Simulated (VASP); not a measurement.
# Ba8Ti8O23 (a cell with a defect) in VASP: further runs

Ba8Ti8O23 (a cell with a defect) is run at these levels: PBE+D3(BJ); tasks: single point.

Program: VASP 6.6.1. These are calculated values, not measurements. Logs are shortened: lines on timing, memory, paths and dates and some standing lists are left out, and cuts for length are marked.

**1. The cell of the first run**

The cell holds a defect, 39 atoms: a = 7.980 Å, b = 8.026 Å, c = 8.026 Å, α = 89.87°, β = 90.00°, γ = 90.00°.

**2. Single point, PBE+D3(BJ)**

INCAR reads:

```
SYSTEM = Ba8Ti8O23
PREC = Accurate
ENCUT = 520
EDIFF = 1E-6
ISMEAR = 0
SIGMA = 0.02
LREAL = Auto
LASPH = .TRUE.
NELM = 60
ALGO = Normal
ISIF = 2
LWAVE = .FALSE.
LCHARG = .TRUE.
GGA = PE
IVDW = 12
LELF = .TRUE.
LVHAR = .TRUE.
NELECT = 312.0
NBANDS = 182
LUSENCCL = .FALSE.
```

KPOINTS reads:

```
Automatic mesh
0
G
  2 2 2
  0 0 0
```

POSCAR reads:

```
Ba8Ti8O23
1.0
    7.9800000000      0.0000000000      0.0000000000
    0.0000000000      5.6690000000      5.6820000000
    0.0000000000     -5.6690000000      5.6820000000
Ba Ti O
8 8 23
Direct
    0.0033882634      0.0015427595     -0.0045005628
    0.0032817269      0.0010763204      0.5067604514
    0.0049412134      0.4997362588     -0.0062579479
    0.0037471701      0.4983885116      0.5050494801
    0.4919723656      0.0003496529     -0.0045669613
    0.4935425465      0.0000611578      0.5065005589
    0.4918048141      0.5020000898     -0.0065208867
    0.4952118701      0.5016793456      0.5054002326
    0.2569449581      0.2624072894      0.2561098562
    0.2426056505      0.2551999228      0.7575391232
    0.2392886636      0.7562592584      0.2566617362
    0.2415586852      0.7564065139      0.7569841019
    0.7523950503      0.2260568483      0.2545748018
    0.7423091541      0.2618538972      0.7609716118
    0.7450328868      0.7696117664      0.2546717077
    0.7432418635      0.7563374070      0.7607491352
   -0.0126533422      0.2593861524      0.2408137160
    0.2501595119      0.2436202338      0.4866635849
    0.2499018585      0.4913900000      0.2431761869
    0.0033748032      0.2434884687      0.7438346540
    0.2499368189      0.2435734178      0.9899609364
    0.2524075370      0.4905896774      0.7438428419
   -0.0024795934      0.7352860733      0.2419685261
    0.2522668897      0.7454697650      0.4879259039
    0.2497404060      0.9883416488      0.2425581222
    0.0056611890      0.7450306051      0.7432459700
    0.2523282810      0.7454760866      0.9893878461
    0.2524124270      0.9918016003      0.7436782640
    0.5043198172      0.2581627719      0.2411184366
    0.7479645697      0.2602480625      0.4808344819
    0.5057051760      0.2433939899      0.7437816438
    0.7481399701      0.2579504128      0.9977415931
    0.7527331098      0.4913699170      0.7451486375
    0.5143704226      0.7324178515      0.2417613841
    0.7545957592      0.7337911932      0.4812512181
    0.7491517271      0.9976182320      0.2479321884
    0.5076326622      0.7452833353      0.7437847614
    0.7541081038      0.7362589207      0.9976515314
    0.7533948132      0.9889247843      0.7458833330
```

Potentials or basis: VASP PAW PBE potentials, release 64 (Ba_sv, Ti_sv, O).

On the command line:

```sh
$ cat potpaw_PBE.64/Ba_sv/POTCAR potpaw_PBE.64/Ti_sv/POTCAR potpaw_PBE.64/O/POTCAR > POTCAR
$ mpirun -np 1 vasp_std > vasp.out
```

OUTCAR:

```text
SYSTEM = Ba8Ti8O23
   PREC = Accurate
   ENCUT = 520
   EDIFF = 1E-6
   ISMEAR = 0
   LREAL = Auto
   LASPH = .TRUE.
   NELM = 60
   ISIF = 2
   GGA = PE
   IVDW = 12
   NELECT = 312.0
 IVDW          = 12

 ion  position               nearest neighbor table
   1  0.003  0.002  0.995-  21 2.77  25 2.79  20 2.80  39 2.83  28 2.84  27 2.86  17 2.86  36 2.87
                            26 2.89  32 2.90  23 2.91  38 2.91  12 3.34  10 3.38  13 3.41  16 3.43
   2  0.003  0.001  0.507-  20 2.72  28 2.75  39 2.77  18 2.77  26 2.79  24 2.86  25 2.89  36 2.90
                            30 2.92  35 2.93  17 2.98  23 3.02  13 3.37  11 3.38  12 3.39  15 3.44
   3  0.005  0.500  0.994-  23 2.75  38 2.76  17 2.77  27 2.79  19 2.80  26 2.81  22 2.82  32 2.82
                            33 2.83  21 2.84  20 2.88  10 3.33  12 3.38  14 3.40  16 3.48   9 3.48
   4  0.004  0.498  0.505-  35 2.75  26 2.76  22 2.76  33 2.78  20 2.80  30 2.80  24 2.81  23 2.84
                            18 2.84  17 2.87  19 2.88  10 3.40   9 3.42  11 3.43  12 3.46  14 3.49
   5  0.492  0.000  0.995-  21 2.75  25 2.77  28 2.78  27 2.80  31 2.81  29 2.86  37 2.88  36 2.88
                            39 2.89  32 2.91  34 2.92  38 2.98  16 3.38  12 3.39  10 3.43  15 3.44
   6  0.494  0.000  0.507-  28 2.71  31 2.73  18 2.76  37 2.79  24 2.81  39 2.83  25 2.88  36 2.91
                            30 2.92  29 2.97  35 2.99  34 3.03  15 3.40  13 3.41  12 3.45  16 3.46
   7  0.492  0.502  0.993-  34 2.73  27 2.73  22 2.77  19 2.78  29 2.79  37 2.80  38 2.81  32 2.83
                            21 2.83  33 2.88  31 2.89  14 3.35  10 3.39   9 3.41  16 3.42  12 3.43
   8  0.495  0.502  0.505-  22 2.72  37 2.74  24 2.76  35 2.79  30 2.80  34 2.81  33 2.82  31 2.82
                            18 2.85  19 2.88  29 2.89   9 3.37  14 3.43  10 3.47  11 3.51  16 3.51
   9  0.257  0.262  0.256-  19 1.84  18 1.86  29 1.98  21 2.14  17 2.16  25 2.20   8 3.37   7 3.41
                             4 3.42   6 3.47   3 3.48   5 3.51   2 3.54   1 3.59
  10  0.243  0.255  0.758-  21 1.87  22 1.89  20 1.91  31 2.10  28 2.12  18 2.18   3 3.33   1 3.38
                             7 3.39   4 3.40   5 3.43   2 3.45   8 3.47   6 3.50
  11  0.239  0.756  0.257-  24 1.86  25 1.87  23 1.94  19 2.13  27 2.15  34 2.21   2 3.38   4 3.43
                             1 3.43   6 3.46   3 3.49   5 3.50   8 3.51   7 3.56
  12  0.242  0.756  0.757-  27 1.87  26 1.89  28 1.89  37 2.13  22 2.14  24 2.16   1 3.34   3 3.38
                             2 3.39   5 3.39   7 3.43   6 3.45   4 3.46   8 3.52
  13  0.752  0.226  0.255-  36 1.83  30 1.84  17 1.90  29 2.00  32 2.08   2 3.37   1 3.41   6 3.41
                             5 3.46   4 3.59   8 3.63   3 3.64   7 3.69
  14  0.742  0.262  0.761-  33 1.85  31 1.90  32 1.90  20 2.09  39 2.20  30 2.25   7 3.35   3 3.40
                             8 3.43   5 3.45   4 3.49   1 3.50   6 3.54   2 3.59
  15  0.745  0.770  0.255-  36 1.83  35 1.84  34 1.87  23 2.04  38 2.08   6 3.40   2 3.44   5 3.44
                             1 3.47   8 3.55   4 3.61   7 3.62   3 3.66
  16  0.743  0.756  0.761-  39 1.87  37 1.89  38 1.91  26 2.10  33 2.13  35 2.25   5 3.38   7 3.42
                             1 3.43   6 3.46   3 3.48   2 3.51   8 3.51   4 3.58
  17  0.987  0.259  0.241-  13 1.90   9 2.16   3 2.77   1 2.86   4 2.87   2 2.98
  18  0.250  0.244  0.487-   9 1.86  10 2.18   6 2.76   2 2.77   4 2.84   8 2.85
  19  0.250  0.491  0.243-   9 1.84  11 2.13   7 2.78   3 2.80   8 2.88   4 2.88
  20  0.003  0.243  0.744-  10 1.91  14 2.09   2 2.72   1 2.80   4 2.80   3 2.88
  21  0.250  0.244  0.990-  10 1.87   9 2.14   5 2.75   1 2.77   7 2.83   3 2.84
  22  0.252  0.491  0.744-  10 1.89  12 2.14   8 2.72   4 2.76   7 2.77   3 2.82
[... 238 lines left out ...]
   LHFCALC =     F    Hartree Fock is set to
   AEXX    =    0.0000 exact exchange contribution
   IVDW    =    12    specifies the selected vdW correction
   LEPSILON=     F    determine dielectric tensor
   LRPA    =     F    only Hartree local field effects (RPA)
 non-spin polarized calculation
 Gauss-broadening in eV      SIGMA  =   0.02
  energy-cutoff  :      520.00
  volume of cell :      514.09
 maximum number of plane-waves:     13866
 NGX is ok and might be reduce to    60
   NGX = 29   NGY = 29   NGZ = 29

 number of electron     311.9999992 magnetization

 Free energy of the ion-electron system (eV)
  ---------------------------------------------------
  ext. energy  EPLUGINS =         0.00000000
  ---------------------------------------------------
  free energy    TOTEN  =      -321.60021786 eV

  energy without entropy =     -321.60021786  energy(sigma->0) =     -321.60021786

 E-fermi :   3.8646     XC(G=0): -11.0612

 val. band max:        3.7363049289   @ k =   0.0000   0.0000   0.0000
 cond. band min:       5.8622817755   @ k =   0.0000   0.0000   0.0000
 fundamental gap:      2.1259768467
 Fermi energy:         3.8645502395

 k-point     1 :       0.0000    0.0000    0.0000
  band No.  band energies     occupation
      1     -52.8035      2.00000
      2     -52.7896      2.00000
      3     -52.7176      2.00000
      4     -52.6899      2.00000
      5     -52.6837      2.00000
      6     -52.6778      2.00000
[... 1357 lines left out ...]
    167       7.0819      0.00000
    168       7.0940      0.00000
 [bands above 168 left out]

------------------------ aborting loop because EDIFF is reached ----------------------------------------

 Edisp (eV)  -10.34221

 E8    (eV) :    -4.7273

  FORCE on cell =-STRESS in cart. coord.  units (eV):
  Direction    XX          YY          ZZ          XY          YZ          ZX
  --------------------------------------------------------------------------------------
  -------------------------------------------------------------------------------------
  Total      -8.59969    -4.74490    -4.49781    -0.21223     1.79975    -0.94954
  in kB     -26.80111   -14.78758   -14.01750    -0.66142     5.60894    -2.95925
  external pressure =      -18.54 kB  Pullay stress =        0.00 kB

 VOLUME and BASIS-vectors are now :
 -----------------------------------------------------------------------------
  energy-cutoff  :      520.00
  volume of cell :      514.09
      direct lattice vectors                 reciprocal lattice vectors
     7.980000000  0.000000000  0.000000000     0.125313283  0.000000000 -0.000000000
     0.000000000  5.669000000  5.682000000    -0.000000000  0.088198977  0.087997184
     0.000000000 -5.669000000  5.682000000     0.000000000 -0.088198977  0.087997184

 POSITION                                       TOTAL-FORCE (eV/Angst)
 -----------------------------------------------------------------------------------
      0.02704     -5.63474      5.66519        -0.035998     -0.029557      0.001740
      0.02619     -2.86672      2.88553        -0.032565      0.033945     -0.065847
      0.03943     -2.80052      8.48594        -0.023931     -0.013108     -0.007260
      0.02990     -0.03776      5.70153        -0.009256      0.021330     -0.040809
      3.92594     -5.64113      5.65804         0.056823     -0.029283     -0.003738
      3.93847     -2.87100      2.87828         0.055741      0.029020     -0.064937
[... 31 lines left out ...]
      6.01778     -1.48183      9.85208        -0.007101     -0.017337      0.048037
      6.01209      1.37780      9.85718        -0.007392      0.034916      0.043272
 -----------------------------------------------------------------------------------
    total drift:                                0.000732      0.012634      0.032484

  FREE ENERGIE OF THE ION-ELECTRON SYSTEM (eV)
  ---------------------------------------------------
  free  energy   TOTEN  =      -331.9424298197 eV

  energy  without entropy=     -331.9424298197  energy(sigma->0) =     -331.94242982
```

OSZICAR:

```text
N       E                     dE             d eps       ncg     rms          rms(c)
DAV:   1     0.434460745997E+04    0.43446E+04   -0.15327E+05  2912   0.186E+03
DAV:   2     0.525267353915E+03   -0.38193E+04   -0.36432E+04  3008   0.547E+02
DAV:   3    -0.335178671511E+03   -0.86045E+03   -0.83872E+03  3592   0.232E+02
[... 11 lines left out ...]
DAV:  15    -0.321600188855E+03   -0.43429E-04   -0.20796E-04  4082   0.586E-02    0.339E-02
DAV:  16    -0.321600206991E+03   -0.18136E-04   -0.12588E-04  3928   0.364E-02    0.187E-02
DAV:  17    -0.321600211987E+03   -0.49959E-05   -0.34870E-05  3924   0.209E-02    0.124E-02
DAV:  18    -0.321600217649E+03   -0.56615E-05   -0.31931E-05  3786   0.194E-02    0.956E-03
DAV:  19    -0.321600217862E+03   -0.21302E-06   -0.61926E-06  2756   0.834E-03
   1 F= -.33194243E+03 E0= -.33194243E+03  d E =-.196071E-20
```

stdout:

```text
Offloading initialized ...    1 GPUs detected
 POSCAR found type information on POSCAR BaTiO
 POSCAR found :  3 types and      39 ions
 scaLAPACK will be used selectively (only on CPU)
 LDA part: xc-table for (Slater+PW92), standard interpolation
 POSCAR, INCAR and KPOINTS ok, starting setup
 FFT: planning ... GRIDC
 FFT: planning ... GRID_SOFT
 FFT: planning ... GRID
 WAVECAR not read
 entering main loop
 the old and the new charge density differ
 old charge density:   314.00000 new  312.00000
    0.667E+01
```

Wall time 2.7 min (1 × NVIDIA H100 80GB with 1 thread of AMD EPYC 7R13 (Zen 3), shared host); peak memory 1.8 GiB.

Results:

```yaml
Free_energy: -331.9424 eV
Largest_force: 0.103 eV/Å
Dispersion_energy_per_atom: -0.265 eV
```

Forces on the atoms (eV/Å):
```
Ba  -0.036 -0.030  0.002
Ba  -0.033  0.034 -0.066
Ba  -0.024 -0.013 -0.007
Ba  -0.009  0.021 -0.041
Ba   0.057 -0.029 -0.004
Ba   0.056  0.029 -0.065
Ba   0.043 -0.020 -0.019
Ba   0.021  0.014 -0.048
Ti  -0.033 -0.014 -0.090
Ti   0.034 -0.003 -0.080
Ti   0.035  0.000 -0.069
Ti   0.035  0.016 -0.051
Ti  -0.037  0.096  0.007
Ti   0.036 -0.021 -0.078
Ti   0.046  0.007 -0.085
Ti   0.045  0.003 -0.067
O    0.033 -0.021  0.005
O    0.002 -0.035  0.048
O   -0.005  0.035  0.053
O   -0.030  0.000  0.020
O    0.003 -0.022  0.045
O   -0.005  0.031  0.038
O   -0.036  0.009  0.025
O   -0.007 -0.030  0.042
O    0.002  0.027  0.057
O   -0.038 -0.003  0.017
O   -0.013 -0.029  0.045
O   -0.013  0.017  0.043
O    0.024 -0.014  0.003
O   -0.002 -0.041  0.033
O   -0.034  0.001  0.019
O    0.001 -0.041  0.021
O   -0.003  0.035  0.045
O   -0.056  0.008  0.027
O   -0.004 -0.029  0.054
O    0.001 -0.006  0.008
O   -0.040  0.000  0.020
O   -0.007 -0.017  0.048
O   -0.007  0.035  0.043
```

Caveat: the cell carries a net charge on a neutralising background, which shifts energy and pressure; the cell is charged against a uniform background, so pressure and absolute levels hang on convention; spin-orbit coupling is left out, which moves the levels of the heavy elements.

(Part 1 of 2 ends here.)
